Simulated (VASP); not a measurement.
# Al2O3 (R-3c) in VASP: single point with r2SCAN

Aim: the single point of Al2O3 with r2SCAN.

Everything below comes from runs of VASP 6.6.1. Logs are shortened: lines on timing, memory, paths and dates and some standing lists are left out, and cuts for length are marked.

## 1. The cell of the first run

The structure is trigonal, space group R-3c (No. 167). The conventional cell has a = 4.814 Å, b = 4.814 Å, c = 13.144 Å, α = 90.00°, β = 90.00°, γ = 120.00°. Al (site symmetry 3) has 6 O at 1.87 to 2.01 Å within 2.5 Å. O (site symmetry 2) has 4 Al at 1.87 to 2.01 Å and 8 O at 2.53 to 2.76 Å within 2.8 Å.

## 2. Single point, r2SCAN

File POSCAR:

```
Al2O3
1.0
    5.1885867000      0.0000000000      0.0000000000
    2.9552446800      4.2647345200      0.0000000000
    2.9552446800      1.5475973200      3.9740317900
Al O
4 6
Direct
    0.3550000000      0.3550000000      0.3550000000
    0.1450000000      0.1450000000      0.1450000000
    0.6450000000      0.6450000000      0.6450000000
    0.8550000000      0.8550000000      0.8550000000
    0.5530000000      0.9470000000      0.2500000000
    0.2500000000      0.5530000000      0.9470000000
    0.9470000000      0.2500000000      0.5530000000
    0.4470000000      0.0530000000      0.7500000000
    0.7500000000      0.4470000000      0.0530000000
    0.0530000000      0.7500000000      0.4470000000
```

File INCAR.step1:

```
SYSTEM = Al2O3
PREC = Accurate
ENCUT = 520
ISMEAR = -1
SIGMA = 0.1
LREAL = .FALSE.
LASPH = .TRUE.
NELM = 80
NBANDS = 35
GGA = PE
ALGO = Normal
EDIFF = 1E-4
LWAVE = .TRUE.
LCHARG = .FALSE.
```

File INCAR.step2:

```
SYSTEM = Al2O3
PREC = Accurate
ENCUT = 520
EDIFF = 1E-6
ISMEAR = -1
SIGMA = 0.1
LREAL = .FALSE.
LASPH = .TRUE.
NELM = 80
ALGO = Normal
ISIF = 2
LWAVE = .FALSE.
LCHARG = .FALSE.
METAGGA = R2SCAN
LMIXTAU = .TRUE.
NBANDS = 35
ISTART = 1
```

File KPOINTS:

```
Automatic mesh
0
G
  7 7 7
  0 0 0
```

Potentials or basis: VASP PAW PBE potentials, release 64 (Al, O).

Command:

```console
cat potpaw_PBE.64/Al/POTCAR potpaw_PBE.64/O/POTCAR > POTCAR
cp INCAR.step1 INCAR
mpirun -np 1 vasp_std > vasp.out
cp INCAR.step2 INCAR
mpirun -np 1 vasp_std > vasp.out
```

OUTCAR:

```text
SYSTEM = Al2O3
   PREC = Accurate
   ENCUT = 520
   EDIFF = 1E-6
   ISMEAR = -1
   LREAL = .FALSE.
   LASPH = .TRUE.
   NELM = 80
   ISIF = 2
   METAGGA = R2SCAN
   ISTART = 1

 ion  position               nearest neighbor table
   1  0.355  0.355  0.355-   8 1.87   9 1.87  10 1.87   7 2.01   6 2.01   5 2.01   2 2.76   3 2.84
                             3 2.84   3 2.84   2 3.22   2 3.22   2 3.22
   2  0.145  0.145  0.145-  10 1.87   9 1.87   8 1.87   6 2.01   5 2.01   7 2.01   1 2.76   4 2.84
                             4 2.84   4 2.84   1 3.22   1 3.22   1 3.22
   3  0.645  0.645  0.645-   5 1.87   6 1.87   7 1.87  10 2.01   9 2.01   8 2.01   4 2.76   1 2.84
                             1 2.84   1 2.84   4 3.22   4 3.22   4 3.22
   4  0.855  0.855  0.855-   7 1.87   6 1.87   5 1.87   9 2.01   8 2.01  10 2.01   3 2.76   2 2.84
                             2 2.84   2 2.84   3 3.22   3 3.22   3 3.22
   5  0.553  0.947  0.250-   3 1.87   4 1.87   2 2.01   1 2.01
   6  0.250  0.553  0.947-   4 1.87   3 1.87   2 2.01   1 2.01
   7  0.947  0.250  0.553-   4 1.87   3 1.87   1 2.01   2 2.01
   8  0.447  0.053  0.750-   1 1.87   2 1.87   4 2.01   3 2.01
   9  0.750  0.447  0.053-   2 1.87   1 1.87   4 2.01   3 2.01
  10  0.053  0.750  0.447-   2 1.87   1 1.87   3 2.01   4 2.01

  LATTYP: Found a trigonal (rhomboedric) cell.
 ALAT       =     5.1885891388
 COS(alpha) =     0.5695661385

  Lattice vectors:

 A1 = (   5.1885867000,   0.0000000000,   0.0000000000)
 A2 = (   2.9552446800,   4.2647345200,   0.0000000000)
 A3 = (   2.9552446800,   1.5475973200,   3.9740317900)

Analysis of symmetry for initial positions (statically):
=====================================================================
 Subroutine PRICEL returns:
 Original cell was already a primitive cell.

 Routine SETGRP: Setting up the symmetry group for a
 trigonal (rhombohedral) supercell.

 Subroutine GETGRP returns: Found 12 space group operations
 (whereof  6 operations were pure point group operations)
 out of a pool of 12 trial point group operations.

The static configuration has the point symmetry S_6 .
 The point group associated with its full space group is D_3d.

Analysis of symmetry for dynamics (positions and initial velocities):
=====================================================================
 Subroutine PRICEL returns:
 Original cell was already a primitive cell.

 Routine SETGRP: Setting up the symmetry group for a
 trigonal (rhombohedral) supercell.

 Subroutine GETGRP returns: Found 12 space group operations
 (whereof  6 operations were pure point group operations)
[... 128 lines left out ...]
   TEBEG  =    0.0;   TEEND  =   0.0 temperature during run
   PSTRESS=    0.0 pullay stress
   NELECT =      48.0000    total number of electrons
   NUPDOWN=      -1.0000    fix difference up-down
   EMIN   =  10.00;   EMAX   =-10.00  energy-range for DOS
   EFERMI =   0.00;   METHOD = LEGACY
   ISMEAR =    -1;   SIGMA  =   0.10  broadening in eV -4-tet -1-fermi 0-gaus
   EFERMI_NEDOS =   21; number of points for ismear=-14 and -15
   IALGO  =     38    algorithm
   IMIX   =      4    mixing-type and parameters
     AMIX     =   0.40;   BMIX     =  1.00
     AMIX_MAG =   1.60;   BMIX_MAG =  1.00
  volume/ion in A,a.u.               =       8.79        59.34
  Fermi-wavevector in a.u.,A,eV,Ry     =   1.337923  2.528308 24.354943  1.790038
  Thomas-Fermi vector in A             =   2.466434
   LORBIT       =      0    0 simple, 1 ext, 2 COOP (PROOUT), +10 PAW based schemes
   METAGGA = R2SCAN    functional components
   LHFCALC =     F    Hartree Fock is set to
   AEXX    =    0.0000 exact exchange contribution
   IVDW    =     0    specifies the selected vdW correction
   LEPSILON=     F    determine dielectric tensor
   LRPA    =     F    only Hartree local field effects (RPA)
 non-spin polarized calculation
  energy-cutoff  :      520.00
  volume of cell :       87.94
 maximum number of plane-waves:      2391
   NGX = 19   NGY = 19   NGZ = 19

 number of electron      48.0000009 magnetization

 Free energy of the ion-electron system (eV)
  ---------------------------------------------------
  ext. energy  EPLUGINS =         0.00000000
  ---------------------------------------------------
  free energy    TOTEN  =       -96.12551348 eV

  energy without entropy =      -96.12551348  energy(sigma->0) =      -96.12551348

 E-fermi :   7.6254     XC(G=0): -12.0548

 val. band max:        5.3566142142   @ k =   0.1429   0.1429   0.0000
 cond. band min:      12.0178891223   @ k =   0.0000   0.0000   0.0000
 fundamental gap:      6.6612749081
 Fermi energy:         7.6254477296

 k-point     1 :       0.0000    0.0000    0.0000
  band No.  band energies     occupation
      1     -14.5537      2.00000
      2     -12.3970      2.00000
      3     -12.1319      2.00000
      4     -12.1319      2.00000
      5     -11.8270      2.00000
      6     -11.8270      2.00000
[... 901 lines left out ...]
     34      19.6838      0.00000
     35      19.9923      0.00000

 [... further k-points ...]

------------------------ aborting loop because EDIFF is reached ----------------------------------------

  FORCE on cell =-STRESS in cart. coord.  units (eV):
  Direction    XX          YY          ZZ          XY          YZ          ZX
  --------------------------------------------------------------------------------------
  -------------------------------------------------------------------------------------
  Total       -5.1203995     -4.3861887     -4.2384543     -0.5297730     -0.1896904     -0.3622186
  in kB      -93.2914859    -79.9144807    -77.2228226     -9.6522380     -3.4560774     -6.5994685
  external PRESSURE =     -83.4762631 kB  Pullay stress =       0.0000000 kB

 VOLUME and BASIS-vectors are now :
 -----------------------------------------------------------------------------
  energy-cutoff  :      520.00
  volume of cell :       87.94
      direct lattice vectors                 reciprocal lattice vectors
     5.188586700  0.000000000  0.000000000     0.192730710 -0.133552605 -0.091312997
     2.955244680  4.264734520  0.000000000     0.000000000  0.234481184 -0.091313425
     2.955244680  1.547597320  3.974031790     0.000000000  0.000000000  0.251633619

 POSITION                                       TOTAL-FORCE (eV/Angst)
 -----------------------------------------------------------------------------------
      3.94017      2.06338      1.41078        -0.504328     -0.264105     -0.180575
      1.60937      0.84279      0.57623         0.504328      0.264105      0.180575
      7.15890      3.74895      2.56325         0.504328      0.264105      0.180575
      9.48971      4.96954      3.39780        -0.504328     -0.264105     -0.180575
      6.40672      4.42560      0.99351         0.124506     -0.237754      0.000000
      5.73001      3.82397      3.76341        -0.000000      0.151477     -0.221547
      7.28665      1.92200      2.19764        -0.124506      0.086277      0.221547
      4.69236      1.38673      2.98052        -0.124506      0.237754      0.000000
      5.36906      1.98836      0.21062        -0.000000     -0.151477      0.221547
      3.81242      3.89033      1.77639         0.124506     -0.086277     -0.221547
 -----------------------------------------------------------------------------------
    total drift:                               -0.000000     -0.000000      0.000000

  FREE ENERGIE OF THE ION-ELECTRON SYSTEM (eV)
  ---------------------------------------------------
  free  energy   TOTEN  =       -96.1255134801 eV

  energy  without entropy=      -96.1255134799  energy(sigma->0) =      -96.12551348
```

OUTCAR.step1:

```text
SYSTEM = Al2O3
   PREC = Accurate
   ENCUT = 520
   ISMEAR = -1
   LREAL = .FALSE.
   LASPH = .TRUE.
[... 1170 lines left out ...]
      4.69236      1.38673      2.98052        -0.122387      0.233707     -0.000000
      5.36906      1.98836      0.21062         0.000000     -0.148899      0.217777
      3.81242      3.89033      1.77639         0.122387     -0.084808     -0.217777
 -----------------------------------------------------------------------------------
    total drift:                               -0.000000     -0.000000      0.000000

  FREE ENERGIE OF THE ION-ELECTRON SYSTEM (eV)
  ---------------------------------------------------
  free  energy   TOTEN  =       -74.7602076145 eV

  energy  without entropy=      -74.7602076144  energy(sigma->0) =      -74.76020761
```

OSZICAR.step1:

```text
N       E                     dE             d eps       ncg     rms          rms(c)
DAV:   1     0.224990558896E+03    0.22499E+03   -0.25223E+04  3088   0.130E+03
DAV:   2    -0.699939077697E+02   -0.29498E+03   -0.28516E+03  3945   0.283E+02
DAV:   3    -0.827381942995E+02   -0.12744E+02   -0.12700E+02  3962   0.601E+01
DAV:   4    -0.828358185382E+02   -0.97624E-01   -0.97568E-01  3808   0.610E+00
DAV:   5    -0.828370057181E+02   -0.11872E-02   -0.11870E-02  3843   0.669E-01    0.175E+01
DAV:   6    -0.746950711168E+02    0.81419E+01   -0.28752E+01  3729   0.285E+01    0.591E+00
DAV:   7    -0.747394568297E+02   -0.44386E-01   -0.80937E-01  3648   0.448E+00    0.328E+00
DAV:   8    -0.747556537336E+02   -0.16197E-01   -0.87702E-02  3735   0.228E+00    0.688E-01
DAV:   9    -0.747595354105E+02   -0.38817E-02   -0.20649E-02  3968   0.771E-01    0.312E-01
DAV:  10    -0.747602567987E+02   -0.72139E-03   -0.90779E-04  3439   0.176E-01    0.712E-02
DAV:  11    -0.747602076145E+02    0.49184E-04   -0.37139E-04  3784   0.109E-01
   1 F= -.74760208E+02 E0= -.74760208E+02  d E =-.157971E-09
```

Wall time 5.9 min (1 thread of Intel Xeon Platinum 8375C at 2.90GHz (Ice Lake), shared host); peak memory 0.3 GiB.

What came out:

```
Free energy            : -96.1255 eV
Pressure               : -8.3 GPa
Largest force          : 0.597 eV/Å
Band gap on the k mesh : 6.66 eV
```

Forces on the atoms (eV/Å):
```
Al  -0.504 -0.264 -0.181
Al   0.504  0.264  0.181
Al   0.504  0.264  0.181
Al  -0.504 -0.264 -0.181
O    0.125 -0.238  0.000
O    0.000  0.151 -0.222
O   -0.125  0.086  0.222
O   -0.125  0.238  0.000
O    0.000 -0.151  0.222
O    0.125 -0.086 -0.222
```

Stress tensor (GPa, compression positive):
```
-9.33 -0.97 -0.66
-0.97 -7.99 -0.35
-0.66 -0.35 -7.72
```

Caveat: the cell stands under tension; the PAW data sets were made with another functional, which shifts forces and pressure a little; an odd mesh through Γ misses points on the zone boundary, where band edges can lie.
